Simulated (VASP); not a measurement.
# FeSi (P2_13) in VASP: notebook, part 2 of 2

VASP 6.6.1. Earlier steps stand in the parts before.

## Step 3: Single point, PBE

This run uses another cell than the first one, of 11.25 Å³/atom, 1.023 times its volume.

The input, INCAR:

```
ALGO = Normal
EDIFF = 1E-6
ENCUT = 520
GGA = PE
ISIF = 2
ISMEAR = 0
LASPH = T
LCHARG = F
LREAL = F
LWAVE = F
NBANDS = 34
NELM = 60
PREC = Accurate
SIGMA = 0.01
```

The input, KPOINTS:

```
k-points
0
Gamma
  8 8 8
```

The input, POSCAR:

```
FeSi
1.0
    4.4820000000      0.0000000000      0.0000000000
    0.0000000000      4.4820000000      0.0000000000
    0.0000000000      0.0000000000      4.4820000000
Fe Si
4 4
Direct
    0.1348016995      0.1348016995      0.1348016995
    0.3651983005      0.8651983005      0.6348016995
    0.6348016995      0.3651983005      0.8651983005
    0.8651983005      0.6348016995      0.3651983005
    0.8401997477      0.8401997477      0.8401997477
    0.6598002523      0.1598002523      0.3401997477
    0.3401997477      0.6598002523      0.1598002523
    0.1598002523      0.3401997477      0.6598002523
```

Potentials or basis: VASP PAW PBE potentials, release 64 (Fe, Si).

Command:

```console
cat potpaw_PBE.64/Fe/POTCAR potpaw_PBE.64/Si/POTCAR > POTCAR
mpirun -np 1 vasp_std > vasp.out
```

OUTCAR:

```text
EDIFF = 1E-6
   ENCUT = 520
   GGA = PE
   ISIF = 2
   ISMEAR = 0
   LASPH = T
   LREAL = F
   NELM = 60
   PREC = Accurate

 ion  position               nearest neighbor table
   1  0.135  0.135  0.135-   5 2.29   6 2.32   7 2.32   8 2.32   7 2.53   8 2.53   6 2.53   3 2.75
                             4 2.75   2 2.75   2 2.75   4 2.75   3 2.75
   2  0.365  0.865  0.635-   6 2.29   5 2.32   7 2.32   8 2.32   7 2.53   8 2.53   5 2.53   1 2.75
                             1 2.75   3 2.75   3 2.75   4 2.75   4 2.75
   3  0.635  0.365  0.865-   7 2.29   6 2.32   5 2.32   8 2.32   8 2.53   6 2.53   5 2.53   1 2.75
                             4 2.75   2 2.75   2 2.75   4 2.75   1 2.75
   4  0.865  0.635  0.365-   8 2.29   6 2.32   7 2.32   5 2.32   6 2.53   5 2.53   7 2.53   1 2.75
                             3 2.75   2 2.75   1 2.75   2 2.75   3 2.75
   5  0.840  0.840  0.840-   1 2.29   2 2.32   3 2.32   4 2.32   3 2.53   4 2.53   2 2.53   6 2.78
                             7 2.78   8 2.78   6 2.78   8 2.78   7 2.78
   6  0.660  0.160  0.340-   2 2.29   1 2.32   3 2.32   4 2.32   3 2.53   4 2.53   1 2.53   8 2.78
                             5 2.78   5 2.78   7 2.78   7 2.78   8 2.78
   7  0.340  0.660  0.160-   3 2.29   2 2.32   1 2.32   4 2.32   4 2.53   2 2.53   1 2.53   8 2.78
                             5 2.78   8 2.78   6 2.78   6 2.78   5 2.78
   8  0.160  0.340  0.660-   4 2.29   2 2.32   3 2.32   1 2.32   2 2.53   1 2.53   3 2.53   7 2.78
                             5 2.78   7 2.78   5 2.78   6 2.78   6 2.78

  LATTYP: Found a simple cubic cell.
 ALAT       =     4.4820000000

  Lattice vectors:

 A1 = (   4.4820000000,   0.0000000000,   0.0000000000)
 A2 = (   0.0000000000,   4.4820000000,   0.0000000000)
 A3 = (   0.0000000000,   0.0000000000,   4.4820000000)

Analysis of symmetry for initial positions (statically):
=====================================================================
 Subroutine PRICEL returns:
 Original cell was already a primitive cell.

 Routine SETGRP: Setting up the symmetry group for a
 simple cubic supercell.

 Subroutine GETGRP returns: Found 12 space group operations
 (whereof  3 operations were pure point group operations)
 out of a pool of 48 trial point group operations.

[... 152 lines left out ...]
   LORBIT       =      0    0 simple, 1 ext, 2 COOP (PROOUT), +10 PAW based schemes
   GGA     = PE    functional components
   LHFCALC =     F    Hartree Fock is set to
   AEXX    =    0.0000 exact exchange contribution
   IVDW    =     0    specifies the selected vdW correction
   LEPSILON=     F    determine dielectric tensor
   LRPA    =     F    only Hartree local field effects (RPA)
 non-spin polarized calculation
 Gauss-broadening in eV      SIGMA  =   0.01
  energy-cutoff  :      520.00
  volume of cell :       90.04
 maximum number of plane-waves:      2469
 NGX is ok and might be reduce to    36
   NGX = 17   NGY = 17   NGZ = 17

 number of electron      47.9999988 magnetization

 Free energy of the ion-electron system (eV)
  ---------------------------------------------------
  ext. energy  EPLUGINS =         0.00000000
  ---------------------------------------------------
  free energy    TOTEN  =       -58.75221864 eV

  energy without entropy =      -58.75221864  energy(sigma->0) =      -58.75221864

 E-fermi :   9.5173     XC(G=0): -12.6848

 val. band max:        9.4235424416   @ k =  -0.1250   0.3750   0.0000
 cond. band min:       9.5874123026   @ k =   0.2500   0.2500   0.0000
 fundamental gap:      0.1638698609
 Fermi energy:         9.5173178646

 k-point     1 :       0.0000    0.0000    0.0000
  band No.  band energies     occupation
      1      -3.6289      2.00000
      2       1.6481      2.00000
      3       1.6481      2.00000
      4       1.6481      2.00000
      5       4.4756      2.00000
      6       4.4756      2.00000
[... 877 lines left out ...]
     33      13.5409      0.00000
     34      14.2857      0.00000

 [... further k-points ...]
[... 5 lines left out ...]
  --------------------------------------------------------------------------------------
  -------------------------------------------------------------------------------------
  Total       -2.5533518     -2.5533518     -2.5533518     -0.0000000     -0.0000000      0.0000000
  in kB      -45.4365857    -45.4365857    -45.4365857     -0.0000000     -0.0000000      0.0000000
  external PRESSURE =     -45.4365857 kB  Pullay stress =       0.0000000 kB

 VOLUME and BASIS-vectors are now :
 -----------------------------------------------------------------------------
  energy-cutoff  :      520.00
  volume of cell :       90.04
      direct lattice vectors                 reciprocal lattice vectors
     4.482000000  0.000000000  0.000000000     0.223114681  0.000000000  0.000000000
     0.000000000  4.482000000  0.000000000     0.000000000  0.223114681  0.000000000
     0.000000000  0.000000000  4.482000000     0.000000000  0.000000000  0.223114681

 POSITION                                       TOTAL-FORCE (eV/Angst)
 -----------------------------------------------------------------------------------
      0.60418      0.60418      0.60418         0.022265      0.022265      0.022265
      1.63682      3.87782      2.84518        -0.022265     -0.022265      0.022265
      2.84518      1.63682      3.87782         0.022265     -0.022265     -0.022265
      3.87782      2.84518      1.63682        -0.022265      0.022265     -0.022265
      3.76578      3.76578      3.76578         0.002370      0.002370      0.002370
      2.95722      0.71622      1.52478        -0.002370     -0.002370      0.002370
      1.52478      2.95722      0.71622         0.002370     -0.002370     -0.002370
      0.71622      1.52478      2.95722        -0.002370      0.002370     -0.002370
 -----------------------------------------------------------------------------------
    total drift:                               -0.000000     -0.000001     -0.000000

  FREE ENERGIE OF THE ION-ELECTRON SYSTEM (eV)
  ---------------------------------------------------
  free  energy   TOTEN  =       -58.7522186411 eV

  energy  without entropy=      -58.7522186411  energy(sigma->0) =      -58.75221864
```

stdout:

```text
POSCAR found type information on POSCAR FeSi
 POSCAR found :  2 types and       8 ions
 scaLAPACK will be used
 LDA part: xc-table for (Slater+PW92), standard interpolation
 POSCAR, INCAR and KPOINTS ok, starting setup
 FFT: planning ... GRIDC
 FFT: planning ... GRID_SOFT
 FFT: planning ... GRID
 WAVECAR not read
 entering main loop
```

Run time: 2.3 min. Hardware: 1 thread of Intel Xeon Platinum 8488C (Sapphire Rapids), shared host; peak memory 0.25 GiB.

What came out:

| Property | Result |
| --- | --- |
| Free energy | -58.7522 eV |
| Pressure | -4.5 GPa |
| Largest force | 0.039 eV/Å |
| Band gap on the k mesh | 0.16 eV, indirect (least direct gap 0.17 eV) |

Forces in eV/Å, atoms in the order of the input:
```
Fe   0.022  0.022  0.022
Fe  -0.022 -0.022  0.022
Fe   0.022 -0.022 -0.022
Fe  -0.022  0.022 -0.022
Si   0.002  0.002  0.002
Si  -0.002 -0.002  0.002
Si   0.002 -0.002 -0.002
Si  -0.002  0.002 -0.002
```

Levels at points of the mesh, in eV from the valence-band top:
```
           k point  band 22  band 23  band 24  band 25  band 26  band 27
(0.00, 0.00, 0.00)    -0.27    -0.04    -0.04     0.64     0.64     0.64
(0.50, 0.00, 0.00)    -0.36    -0.01    -0.01     0.20     0.20     1.68
(0.50, 0.50, 0.00)    -0.98    -0.34    -0.34     0.63     0.63     1.26
(0.50, 0.50, 0.50)    -0.64    -0.64    -0.64     0.49     0.49     0.49
```

A k mesh can miss the band edges. Spin polarisation is off, so any magnetic state and its effect on volume and gap are missing.

## Step 4: Single point, PBE

This run uses another cell than the first one, of 11.62 Å³/atom, 1.056 times its volume.

The input, INCAR:

```
SYSTEM = FeSi
PREC     = Accurate       ! precision mode
ENCUT    = 520            ! plane-wave cutoff, eV
EDIFF    = 1E-7           ! SCF threshold, eV
ISMEAR   = 0              ! smearing method
SIGMA    = 0.01           ! smearing width, eV
LREAL    = .False.        ! projectors in reciprocal space
LASPH    = .True.         ! aspherical terms in the spheres
NELM     = 60             ! most SCF steps
ALGO     = Normal         ! electronic algorithm
ISIF     = 2              ! what is computed and relaxed
LWAVE    = .False.        ! write WAVECAR
LCHARG   = .True.         ! write CHGCAR
GGA      = PE             ! functional
LELF     = .True.         ! ELF
LVHAR    = .True.       
NBANDS   = 34             ! bands
```

The input, KPOINTS:

```
regular mesh
0
Gamma
  8 8 8
  0 0 0
```

The input, POSCAR:

```
FeSi
1.0
    4.5300000000      0.0000000000      0.0000000000
    0.0000000000      4.5300000000      0.0000000000
    0.0000000000      0.0000000000      4.5300000000
Fe Si
4 4
Direct
    0.1330846772      0.1330846772      0.1330846772
    0.3669153228      0.8669153228      0.6330846772
    0.6330846772      0.3669153228      0.8669153228
    0.8669153228      0.6330846772      0.3669153228
    0.8394271100      0.8394271100      0.8394271100
    0.6605728900      0.1605728900      0.3394271100
    0.3394271100      0.6605728900      0.1605728900
    0.1605728900      0.3394271100      0.6605728900
```

Command:

```console
cat potpaw_PBE.64/Fe/POTCAR potpaw_PBE.64/Si/POTCAR > POTCAR
mpirun -np 1 vasp_std > vasp.out
```

Wall time 2.4 min (1 thread of Intel Xeon Platinum 8488C (Sapphire Rapids), shared host); peak memory 0.27 GiB.

The run converged. Its results:

* Free energy: -58.6130 eV
* Pressure: -10.3 GPa
* Largest force: 0.030 eV/Å
* Band gap on the k mesh: 0.16 eV, indirect (least direct gap 0.17 eV)

Forces in eV/Å, atoms in the order of the input:
```
Fe   0.017  0.017  0.017
Fe  -0.017 -0.017  0.017
Fe   0.017 -0.017 -0.017
Fe  -0.017  0.017 -0.017
Si   0.002  0.002  0.002
Si  -0.002 -0.002  0.002
Si   0.002 -0.002 -0.002
Si  -0.002  0.002 -0.002
```

Levels at points of the mesh, in eV from the valence-band top:
| k point | band 22 | band 23 | band 24 | band 25 | band 26 | band 27 |
| --- | --- | --- | --- | --- | --- | --- |
| (0.00, 0.00, 0.00) | -0.26 | -0.03 | -0.03 | 0.61 | 0.61 | 0.61 |
| (0.50, 0.00, 0.00) | -0.34 | -0.01 | -0.01 | 0.20 | 0.20 | 1.63 |
| (0.50, 0.50, 0.00) | -0.94 | -0.32 | -0.32 | 0.61 | 0.61 | 1.21 |
| (0.50, 0.50, 0.50) | -0.60 | -0.60 | -0.60 | 0.47 | 0.47 | 0.47 |

A k mesh can miss the band edges. Spin polarisation is off, so any magnetic state and its effect on volume and gap are missing.

## Step 5: The runs side by side

| cell | gap on the mesh (eV) | pressure (GPa) | largest force (eV/Å) |
| --- | --- | --- | --- |
| a = 4.448 Å, 8 atoms | 0.16 | 0.2 | 0.04 |
| a = 4.482 Å, 8 atoms | 0.16 | -4.5 | 0.04 |
| a = 4.530 Å, 8 atoms | 0.16 | -10.3 | 0.03 |

Alike in all rows: task single point; level PBE; potentials or basis VASP PAW PBE potentials, release 64 (Fe, Si); no spin polarisation; k mesh 8 × 8 × 8; cutoff (eV) 520; smearing gaussian 0.01 eV.

Total energies depend on the potentials used, so only differences within one code and one set of settings carry meaning.
